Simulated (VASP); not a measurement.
**Ti2C: single point with PBEsol**

Crystal: Ti2C.

```
Ti C
1.0
     0.00000    4.35841    4.35841
     4.35841    0.00000    4.35841
     4.35841    4.35841    0.00000
Ti C
8 4
Direct
  0.85156 0.38281 0.38281
  0.38281 0.38281 0.38281
  0.38281 0.38281 0.85156
  0.86719 0.39844 0.86719
  0.86719 0.86719 0.86719
  0.39844 0.86719 0.86719
  0.86719 0.86719 0.39844
  0.38281 0.85156 0.38281
  0.62500 0.62500 0.62500
  0.12500 0.62500 0.62500
  0.62500 0.62500 0.12500
  0.62500 0.12500 0.62500
```

```yaml
Program: VASP 6.6.1
Task: single point
Functional: PBEsol
Potentials_or_basis: VASP PAW PBE potentials, release 64 (Ti_sv, C)
Cutoff: 520 eV
k_mesh: 8 × 8 × 8
Occupations: gaussian, width 0.1 eV
Spin: no spin polarisation
Dipole_correction: no
Further_INCAR_settings: ALGO = Normal; EDIFF = 1e-07; NBANDS = 68
```

- Pressure: -7.5 GPa
- Largest force: 0.024 eV/Å
- Band gap on the k mesh: zero (bands 56 and 57 overlap by 0.38 eV)

Forces in eV/Å, atoms in the order of the input:
```
Ti  -0.014  0.014  0.014
Ti  -0.014 -0.014 -0.014
Ti   0.014  0.014 -0.014
Ti  -0.014  0.014 -0.014
Ti   0.014  0.014  0.014
Ti   0.014 -0.014 -0.014
Ti  -0.014 -0.014  0.014
Ti   0.014 -0.014  0.014
C    0.000  0.000  0.000
C    0.000  0.000  0.000
C    0.000  0.000  0.000
C    0.000  0.000  0.000
```

Levels at points of the mesh, in eV from the Fermi level:
| k point | band 52 | band 53 | band 54 | band 55 | band 56 | band 57 | band 58 | band 59 | band 60 | band 61 |
| --- | --- | --- | --- | --- | --- | --- | --- | --- | --- | --- |
| (0.00, 0.00, 0.00) | -1.48 | -0.60 | -0.60 | -0.60 | 0.30 | 0.71 | 0.71 | 0.71 | 1.06 | 1.06 |
| (0.50, 0.00, 0.00) | -0.74 | -0.74 | -0.68 | -0.68 | -0.26 | 0.44 | 0.72 | 0.72 | 0.76 | 0.76 |
| (0.50, 0.50, 0.00) | -0.63 | -0.60 | -0.60 | -0.48 | -0.48 | 0.36 | 0.36 | 0.57 | 0.57 | 0.67 |

It took 4.4 min on 1 thread of Intel(R) Xeon(R) 6975P-C (Granite Rapids), with other jobs on the host, peak memory 0.44 GiB.

Caveat: the cell stands under tension; the PAW data sets were made with another functional, which shifts forces and pressure a little.
